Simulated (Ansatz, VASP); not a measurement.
Given: the input of a run of VASP 6.6.1 on Be.

INCAR

```
PREC = Accurate
ENCUT = 520
EDIFF = 1E-6
ISMEAR = -1
SIGMA = 0.05
LREAL = F
LASPH = T
NELM = 80
ALGO = Fast
ISIF = 2
LWAVE = F
LCHARG = F
GGA = PE
NBANDS = 7
```

The input KPOINTS:

```
regular mesh
0
Gamma
  15 15 15
```

The input POSCAR:

```
Be
1.0
   -1.2531209513      1.2531209513      1.2531209513
    1.2531209513     -1.2531209513      1.2531209513
    1.2531209513      1.2531209513     -1.2531209513
Be
1
Direct
    0.0000000000      0.0000000000      0.0000000000
```

Potentials or basis: VASP PAW PBE potentials, release 64 (Be).

Launch:

```console
$ cat potpaw_PBE.64/Be/POTCAR > POTCAR
$ mpirun -np 1 vasp_std > vasp.out
```

Question: Set up the same calculation for Ansatz 0.2.0. Potentials there: all-electron LAPW, scalar-relativistic.

Answer: As run (the cutoff follows the program's own potentials):

The input input.yaml:

```yaml
crystal:
  lattice:
    - [-1.2531209513, 1.2531209513, 1.2531209513]
    - [1.2531209513, -1.2531209513, 1.2531209513]
    - [1.2531209513, 1.2531209513, -1.2531209513]
  atoms:
    - { symbol: Be, position: [0.0, 0.0, 0.0] }
kpoints:
  mp_grid: { grid: [15, 15, 15] }
scf:
  occupations: { method: fermi_dirac, width: 0.05 }
hamiltonian:
  xc: pbe
  pseudopotentials: { kind: all_electron, lapw: { basis_error: 0.001 } }
output:
  forces: true
  stress: true
  eigenvalues: true
  populations: true
```

Potentials or basis: all-electron LAPW, scalar-relativistic.

Command:

```sh
$ ansatz run input.yaml --threads 1 --pin off --max-ram 2560MiB --backend cpu --events-out ev --progress --plain --runs-dir out
```

Both were run:

|  | VASP | Ansatz | Ansatz less VASP |
| --- | --- | --- | --- |
| gap on the k mesh at the Fermi level (eV) | none | none | - |
| pressure (GPa) | -0.7 | -0.9 | -0.17 |

A gap of «none» marks a metal or a gap that the smearing closes. Ansatz ran all-electron here, and VASP with PAW potentials.
